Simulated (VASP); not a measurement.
Set up this calculation in VASP 6.6.1, as the native input.

```yaml
Task: single point
Functional: LDA
Potentials_or_basis: VASP PAW LDA potentials, release 64 (Cu, I)
Cutoff: 520 eV
k_mesh: 6 × 6 × 6
Occupations: gaussian, width 0.01 eV
Spin: no spin polarisation
Dipole_correction: no
Further_INCAR_settings: ALGO = Normal; EDIFF = 1e-06; NBANDS = 16
```

The structure of CuI (Marshite) lies in POSCAR:

```
CuI
1.0
    2.9163337882      2.9163337882      0.0000000000
   -2.9163337882      2.9163337882      0.0000000000
    0.0000000000      2.9163337882      2.9397816981
Cu I
1 1
Direct
    0.7500000000      0.2500000000      0.5000000000
    0.0000000000      0.0000000000      0.0000000000
```

This cell differs from its parent crystal: in-plane strain -0.005.

These files were run (other wordings do the same):

INCAR

```
SYSTEM = CuI
ALGO = Normal
EDIFF = 1E-6
ENCUT = 520
ISIF = 2
ISMEAR = 0
LASPH = .TRUE.
LCHARG = .FALSE.
LREAL = .FALSE.
LWAVE = .FALSE.
NBANDS = 16
NELM = 60
PREC = Accurate
SIGMA = 0.01
```

KPOINTS

```
k-points
0
G
  6 6 6
  0 0 0
```

Potentials or basis: VASP PAW LDA potentials, release 64 (Cu, I).

The run is started by

```bash
$ cat potpaw_LDA.64/Cu/POTCAR potpaw_LDA.64/I/POTCAR > POTCAR
$ mpirun -np 1 vasp_std > vasp.out
```

Results of the run:

* Pressure: 0.7 GPa
* Band gap on the k mesh: 1.30 eV, direct

Caveat: the cell differs from its parent crystal (in-plane strain -0.005); spin-orbit coupling is left out, which moves the levels of the heavy elements.

Run time: 12 s on 1 thread of Intel(R) Xeon(R) Platinum 8488C (Sapphire Rapids), with other jobs on the host, peak memory 0.16 GiB.
